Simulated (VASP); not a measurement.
# C in VASP: a series of runs

C is run at these levels: PBE+D3(BJ); tasks: single point.

Everything below comes from runs of VASP 6.6.1. Logs are shortened: lines on timing, memory, paths and dates and some standing lists are left out, and cuts for length are marked.

## Step 1: The cell of the first run

The cell holds a slab with vacuum, 2 atoms: a = 2.466 Å, b = 2.466 Å, c = 17.000 Å, α = 90.00°, β = 90.00°, γ = 120.00°.

## Step 2: Single point, PBE+D3(BJ)

The input, INCAR:

```
PREC = Accurate
ENCUT = 520
EDIFF = 1E-6
ISMEAR = 0
SIGMA = 0.05
LREAL = F
LASPH = T
NELM = 100
ALGO = Normal
ISIF = 2
LWAVE = F
LCHARG = F
LDIPOL = T
IDIPOL = 3
DIPOL = 0.5 0.5 0.500
GGA = PE
IVDW = 12
NBANDS = 11
```

The input, KPOINTS:

```
regular mesh
0
Gamma
  15 15 1
```

The input, POSCAR:

```
C
1.0
    2.4657099877      0.0000000000      0.0000000000
   -1.2328549938      2.1353674877      0.0000000000
    0.0000000000      0.0000000000     17.0000000000
C
2
Direct
    0.3333333333      0.6666666667      0.5000000000
    0.6666666667      0.3333333333      0.5000000000
```

Potentials or basis: VASP PAW PBE potentials, release 64 (C).

The run is started by

```
$ cat potpaw_PBE.64/C/POTCAR > POTCAR
$ mpirun -np 1 vasp_std > vasp.out
```

OUTCAR:

```text
PREC = Accurate
   ENCUT = 520
   EDIFF = 1E-6
   ISMEAR = 0
   LREAL = F
   LASPH = T
   NELM = 100
   ISIF = 2
   GGA = PE
   IVDW = 12
 IVDW          = 12

 ion  position               nearest neighbor table
   1  0.333  0.667  0.500-   2 1.42   2 1.42   2 1.42
   2  0.667  0.333  0.500-   1 1.42   1 1.42   1 1.42

  LATTYP: Found a hexagonal cell.
 ALAT       =     2.4657099877
 C/A-ratio  =     6.8945658998

  Lattice vectors:

 A1 = (   2.4657099877,   0.0000000000,   0.0000000000)
 A2 = (  -1.2328549938,   2.1353674877,   0.0000000000)
 A3 = (   0.0000000000,   0.0000000000,  17.0000000000)

Analysis of symmetry for initial positions (statically):
=====================================================================
 Subroutine PRICEL returns:
 Original cell was already a primitive cell.

 Routine SETGRP: Setting up the symmetry group for a
 hexagonal supercell.

 Subroutine GETGRP returns: Found 24 space group operations
 (whereof 24 operations were pure point group operations)
 out of a pool of 24 trial point group operations.

The static configuration has the point symmetry D_6h.

Analysis of symmetry for dynamics (positions and initial velocities):
=====================================================================
 Subroutine PRICEL returns:
 Original cell was already a primitive cell.

 Routine SETGRP: Setting up the symmetry group for a
 hexagonal supercell.

 Subroutine GETGRP returns: Found 24 space group operations
 (whereof 24 operations were pure point group operations)
 out of a pool of 24 trial point group operations.

The dynamic configuration has the point symmetry D_6h.

 Subroutine INISYM returns: Found 24 space group operations
 (whereof 24 operations are pure point group operations),
 and found     1 'primitive' translations

----------------------------------------------------------------------------------------

                                     Primitive cell

  volume of cell :      89.5083

  direct lattice vectors                    reciprocal lattice vectors
     2.465709988  0.000000000  0.000000000     0.405562700  0.234151734  0.000000000
    -1.232854994  2.135367488  0.000000000     0.000000000  0.468303468  0.000000000
     0.000000000  0.000000000 17.000000000     0.000000000  0.000000000  0.058823529

  length of vectors
     2.465709988  2.465709988 17.000000000     0.468303468  0.468303468  0.058823529

  position of ions in fractional coordinates (direct lattice)
     0.333333333  0.666666667  0.500000000
     0.666666667  0.333333333  0.500000000

  ion indices of the primitive-cell ions
   primitive index   ion index
                 1           1
                 2           2

----------------------------------------------------------------------------------------

 KPOINTS: regular mesh

Automatic generation of k-mesh.
 Grid dimensions read from file:
 generate k-points for:   15   15    1

 Generating k-lattice:

  Cartesian coordinates                     Fractional coordinates (reciprocal lattice)
     0.027037513  0.015610116  0.000000000     0.066666667  0.000000000  0.000000000
     0.000000000  0.031220231  0.000000000     0.000000000  0.066666667  0.000000000
     0.000000000  0.000000000  0.058823529     0.000000000  0.000000000  1.000000000

  Length of vectors
     0.031220231  0.031220231  0.058823529

  Shift w.r.t. Gamma in fractional coordinates (k-lattice)
     0.000000000  0.000000000  0.000000000

 Subroutine IBZKPT returns following result:
 ===========================================

 Found     27 irreducible k-points:

 Following reciprocal coordinates:
            Coordinates               Weight
  0.000000  0.000000  0.000000      1.000000
  0.066667  0.000000  0.000000      6.000000
  0.133333  0.000000  0.000000      6.000000
  0.200000  0.000000  0.000000      6.000000
  0.266667  0.000000  0.000000      6.000000
  0.333333 -0.000000  0.000000      6.000000
[... 16 lines left out ...]
  0.333333  0.200000  0.000000     12.000000
  0.400000  0.200000  0.000000      6.000000
 [... further k-points ...]
   k-points           NKPTS =     27   k-points in BZ     NKDIM =     27   number of bands    NBANDS=     11
   number of dos      NEDOS =    301   number of ions     NIONS =      2
   total plane-waves  NPLWV =  40824
   dimension x,y,z NGX =    18 NGY =   18 NGZ =  126
   dimension x,y,z NGXF=    36 NGYF=   36 NGZF=  252
   ions per type =               2
   NGX,Y,Z   is equivalent  to a cutoff of  12.14, 12.14, 12.32 a.u.
   NGXF,Y,Z  is equivalent  to a cutoff of  24.27, 24.27, 24.64 a.u.
 SYSTEM =  unknown system
   PREC   = accura    normal or accurate (medium, high low for compatibility)
   ISTART =      0    job   : 0-new  1-cont  2-samecut
   ICHARG =      2    charge: 1-file 2-atom 10-const
   ISPIN  =      1    spin polarized calculation?
   LNONCOLLINEAR =      F non collinear calculations
   LSORBIT =      F    spin-orbit coupling
   LASPH  =      T    aspherical Exc in radial PAW
   ENCUT  =  520.0 eV  38.22 Ry    6.18 a.u.   4.58  4.58 31.61*2*pi/ulx,y,z
   NELM   =    100;   NELMIN=  2; NELMDL= -5     # of ELM steps
   EDIFF  = 0.1E-05   stopping-criterion for ELM
   LREAL  =      F    real-space projection
   EDIFFG = 0.1E-04   stopping-criterion for IOM
   NSW    =      0    number of steps for IOM
   IBRION =     -1    ionic relax: 0-MD 1-quasi-New 2-CG
   NFREE  =      0    steps in history (QN), initial steepest desc. (CG)
   ISIF   =      2    stress and relaxation
   ISYM   =      2    0-nonsym 1-usesym 2-fastsym
   POTIM  = 0.5000    time-step for ionic-motion
   TEBEG  =    0.0;   TEEND  =   0.0 temperature during run
   PSTRESS=    0.0 pullay stress
   NELECT =       8.0000    total number of electrons
   NUPDOWN=      -1.0000    fix difference up-down
   EMIN   =  10.00;   EMAX   =-10.00  energy-range for DOS
   EFERMI =   0.00;   METHOD = LEGACY
   ISMEAR =     0;   SIGMA  =   0.05  broadening in eV -4-tet -1-fermi 0-gaus
   EFERMI_NEDOS =   21; number of points for ismear=-14 and -15
   IALGO  =     38    algorithm
   IMIX   =      4    mixing-type and parameters
     AMIX     =   0.40;   BMIX     =  1.00
     AMIX_MAG =   1.60;   BMIX_MAG =  1.00
  volume/ion in A,a.u.               =      44.75       302.02
  Fermi-wavevector in a.u.,A,eV,Ry     =   0.731954  1.383192  7.289407  0.535756
  Thomas-Fermi vector in A             =   1.824298
   LORBIT       =      0    0 simple, 1 ext, 2 COOP (PROOUT), +10 PAW based schemes
   GGA     = PE    functional components
   LHFCALC =     F    Hartree Fock is set to
   AEXX    =    0.0000 exact exchange contribution
   IVDW    =    12    specifies the selected vdW correction
   LEPSILON=     F    determine dielectric tensor
   LRPA    =     F    only Hartree local field effects (RPA)
 non-spin polarized calculation
 Gauss-broadening in eV      SIGMA  =   0.05
  energy-cutoff  :      520.00
  volume of cell :       89.51
 maximum number of plane-waves:      2446
   NGX =  9   NGY =  9   NGZ = 63

 number of electron       7.9999997 magnetization

 dipolmoment           0.000000      0.000000     -0.000000 electrons x Angstroem

 Free energy of the ion-electron system (eV)
  ---------------------------------------------------
  ext. energy  EPLUGINS =         0.00000000
  ---------------------------------------------------
  free energy    TOTEN  =       -18.44845185 eV

  energy without entropy =      -18.44795035  energy(sigma->0) =      -18.44820110

 E-fermi :  -2.4766     XC(G=0):  -2.5514

 val. band max:       -2.4766039624   @ k =   0.3333   0.3333   0.0000
 cond. band min:      -2.4766039590   @ k =   0.3333   0.3333   0.0000
 fundamental gap:      0.0000000034
 Fermi energy:        -2.4766039608

 k-point     1 :       0.0000    0.0000    0.0000
  band No.  band energies     occupation
      1     -22.0018      2.00000
      2     -10.0961      2.00000
      3      -5.5226      2.00000
      4      -5.5226      2.00000
      5       0.7768      0.00000
      6       1.6158      0.00000
      7       2.0261      0.00000
      8       3.4505      0.00000
      9       4.0244      0.00000
     10       5.8310      0.00000
     11       5.8310      0.00000

 k-point     2 :       0.0667    0.0000    0.0000
  band No.  band energies     occupation
      1     -21.8968      2.00000
      2      -9.9707      2.00000
      3      -5.9470      2.00000
      4      -5.7447      2.00000
      5       0.9194      0.00000
      6       1.7600      0.00000
      7       2.1719      0.00000
      8       3.5945      0.00000
      9       4.1671      0.00000
     10       5.8813      0.00000
     11       6.2817      0.00000

 k-point     3 :       0.1333    0.0000    0.0000
  band No.  band energies     occupation
      1     -21.5824      2.00000
      2      -9.5964      2.00000
      3      -7.0744      2.00000
      4      -6.3074      2.00000
      5       1.3473      0.00000
      6       2.1919      0.00000
      7       2.6093      0.00000
      8       4.0257      0.00000
      9       4.5948      0.00000
     10       5.9009      0.00000
     11       7.5225      0.00000
[... 267 lines left out ...]
 k-point    23 :       0.3333    0.2000    0.0000
  band No.  band energies     occupation
      1     -17.0785      2.00000
      2     -14.1273      2.00000
      3     -11.1914      2.00000
      4      -4.6265      2.00000
      5      -0.4411      0.00000
      6       7.6726      0.00000
      7       8.2178      0.00000
      8       8.4148      0.00000
      9       9.1654      0.00000
     10       9.7848      0.00000
     11      10.9483      0.00000

 k-point    24 :       0.4000    0.2000    0.0000
  band No.  band energies     occupation
      1     -16.1521      2.00000
      2     -15.1629      2.00000
      3     -11.3241      2.00000
      4      -3.9783      2.00000
      5      -1.1780      0.00000
      6       8.3335      0.00000
      7       8.8484      0.00000
      8       9.4247      0.00000
      9       9.6520      0.00000
     10      10.6830      0.00000
     11      11.1692      0.00000

 [... further k-points ...]

------------------------ aborting loop because EDIFF is reached ----------------------------------------

 vacuum level on the upper side and lower side of the slab       (xc-potential included)        -0.219        -0.219

 Edisp (eV)   -0.17733

 E8    (eV) :    -0.0555

  FORCE on cell =-STRESS in cart. coord.  units (eV):
  Direction    XX          YY          ZZ          XY          YZ          ZX
  --------------------------------------------------------------------------------------
  -------------------------------------------------------------------------------------
  Total       0.08093     0.08093    -0.01136     0.00000     0.00000    -0.00000
  in kB       1.44869     1.44869    -0.20329     0.00000     0.00000    -0.00000
  external pressure =        0.90 kB  Pullay stress =        0.00 kB

 VOLUME and BASIS-vectors are now :
 -----------------------------------------------------------------------------
  energy-cutoff  :      520.00
  volume of cell :       89.51
      direct lattice vectors                 reciprocal lattice vectors
     2.465709988  0.000000000  0.000000000     0.405562700  0.234151734  0.000000000
    -1.232854994  2.135367488  0.000000000     0.000000000  0.468303468  0.000000000
     0.000000000  0.000000000 17.000000000     0.000000000  0.000000000  0.058823529

 POSITION                                       TOTAL-FORCE (eV/Angst)
 -----------------------------------------------------------------------------------
     -0.00000      1.42358      8.50000        -0.000000      0.000000      0.000000
      1.23285      0.71179      8.50000         0.000000      0.000000      0.000000
 -----------------------------------------------------------------------------------
    total drift:                                0.000000     -0.000000     -0.000000

  FREE ENERGIE OF THE ION-ELECTRON SYSTEM (eV)
  ---------------------------------------------------
  free  energy   TOTEN  =       -18.6257773977 eV

  energy  without entropy=      -18.6252758959  energy(sigma->0) =      -18.62552665

 vacuum level on the upper side and lower side of the slab         1.659         1.659
```

Run time: 15 s. Hardware: 1 thread of Intel Xeon 6975P-C (Granite Rapids), shared host; peak memory 0.19 GiB.

What came out:

- Free energy: -18.6258 eV
- Band gap on the k mesh: zero (filled and empty bands touch)
- Dispersion energy per atom: -0.089 eV

Levels at points of the mesh, in eV from the Fermi level:
| k point | band 1 | band 2 | band 3 | band 4 | band 5 | band 6 | band 7 | band 8 | band 9 |
| --- | --- | --- | --- | --- | --- | --- | --- | --- | --- |
| (0.00, 0.00, 0.00) | -19.53 | -7.62 | -3.05 | -3.05 | 3.25 | 4.09 | 4.50 | 5.93 | 6.50 |

## Step 3: Single point, PBE+D3(BJ)

This run uses another cell than the first one, of 44.41 Å³/atom, 0.992 times its volume.

Changes to INCAR since step 2:

```diff
@@ -7,3 +7,3 @@
 LASPH = T
-NELM = 100
+NELM = 60
 ALGO = Normal
```

KPOINTS is that of step 2.

The input, POSCAR:

```
C
1.0
    2.4561701600      0.0000000000      0.0000000000
   -1.2280850800      2.1271057600      0.0000000000
    0.0000000000      0.0000000000     17.0000000000
C
2
Direct
    0.3333333300      0.6666666600      0.5000000000
    0.6666666700      0.3333333400      0.5000000000
```

Potentials or basis: VASP PAW PBE potentials, release 64 (C).

The run is started by

```
$ cat potpaw_PBE.64/C/POTCAR > POTCAR
$ mpirun -np 1 vasp_std > vasp.out
```

OUTCAR:

```text
PREC = Accurate
   ENCUT = 520
   EDIFF = 1E-6
   ISMEAR = 0
   LREAL = F
   LASPH = T
   NELM = 60
   ISIF = 2
   GGA = PE
   IVDW = 12
 IVDW          = 12

 ion  position               nearest neighbor table
   1  0.333  0.667  0.500-   2 1.42   2 1.42   2 1.42
   2  0.667  0.333  0.500-   1 1.42   1 1.42   1 1.42

  LATTYP: Found a hexagonal cell.
 ALAT       =     2.4561701600
 C/A-ratio  =     6.9213445700

  Lattice vectors:

 A1 = (   2.4561701600,   0.0000000000,   0.0000000000)
 A2 = (  -1.2280850800,   2.1271057600,   0.0000000000)
 A3 = (   0.0000000000,   0.0000000000,  17.0000000000)

Analysis of symmetry for initial positions (statically):
=====================================================================
 Subroutine PRICEL returns:
 Original cell was already a primitive cell.

 Routine SETGRP: Setting up the symmetry group for a
 hexagonal supercell.

 Subroutine GETGRP returns: Found 24 space group operations
 (whereof 24 operations were pure point group operations)
 out of a pool of 24 trial point group operations.

The static configuration has the point symmetry D_6h.
[... 178 lines left out ...]
      7       2.0320      0.00000
      8       3.4567      0.00000
      9       4.0294      0.00000
     10       5.9481      0.00000
     11       5.9481      0.00000
[... 309 lines left out ...]
 k-point    24 :       0.4000    0.2000    0.0000
  band No.  band energies     occupation
      1     -16.1495      2.00000
      2     -15.1850      2.00000
      3     -11.3335      2.00000
      4      -3.9522      2.00000
      5      -1.1283      0.00000
      6       8.5061      0.00000
      7       8.9206      0.00000
      8       9.5036      0.00000
      9       9.7281      0.00000
     10      10.7618      0.00000
     11      11.2485      0.00000

 [... further k-points ...]

------------------------ aborting loop because EDIFF is reached ----------------------------------------

 vacuum level on the upper side and lower side of the slab       (xc-potential included)        -0.218        -0.218

 Edisp (eV)   -0.17759

 E8    (eV) :    -0.0555

  FORCE on cell =-STRESS in cart. coord.  units (eV):
  Direction    XX          YY          ZZ          XY          YZ          ZX
  --------------------------------------------------------------------------------------
  -------------------------------------------------------------------------------------
  Total       0.63399     0.63399    -0.01161     0.00000     0.00000     0.00000
  in kB      11.43667    11.43667    -0.20940     0.00000     0.00000     0.00000
  external pressure =        7.55 kB  Pullay stress =        0.00 kB

 VOLUME and BASIS-vectors are now :
 -----------------------------------------------------------------------------
  energy-cutoff  :      520.00
  volume of cell :       88.82
      direct lattice vectors                 reciprocal lattice vectors
     2.456170160  0.000000000  0.000000000     0.407137916  0.235061185  0.000000000
    -1.228085080  2.127105760  0.000000000     0.000000000  0.470122369  0.000000000
     0.000000000  0.000000000 17.000000000     0.000000000  0.000000000  0.058823529

 POSITION                                       TOTAL-FORCE (eV/Angst)
 -----------------------------------------------------------------------------------
      0.00000      1.41807      8.50000        -0.000000      0.000000      0.000000
      1.22809      0.70904      8.50000         0.000000     -0.000000     -0.000000
 -----------------------------------------------------------------------------------
    total drift:                                0.000000     -0.000000     -0.000000

  FREE ENERGIE OF THE ION-ELECTRON SYSTEM (eV)
  ---------------------------------------------------
  free  energy   TOTEN  =       -18.6229131427 eV

  energy  without entropy=      -18.6224116408  energy(sigma->0) =      -18.62266239

 vacuum level on the upper side and lower side of the slab         1.666         1.666
```

stdout:

```text
POSCAR found type information on POSCAR C
 POSCAR found :  1 types and       2 ions
 scaLAPACK will be used
 LDA part: xc-table for (Slater+PW92), standard interpolation
 POSCAR, INCAR and KPOINTS ok, starting setup
 FFT: planning ... GRIDC
 FFT: planning ... GRID_SOFT
 FFT: planning ... GRID
 WAVECAR not read
 entering main loop
```

Run time: 17 s. Hardware: 1 thread of Intel Xeon 6975P-C (Granite Rapids), shared host; peak memory 0.19 GiB.

Results:

| Quantity | Value |
| --- | --- |
| Free energy | -18.6229 eV |
| Band gap on the k mesh | zero (filled and empty bands touch) |
| Dispersion energy per atom | -0.089 eV |
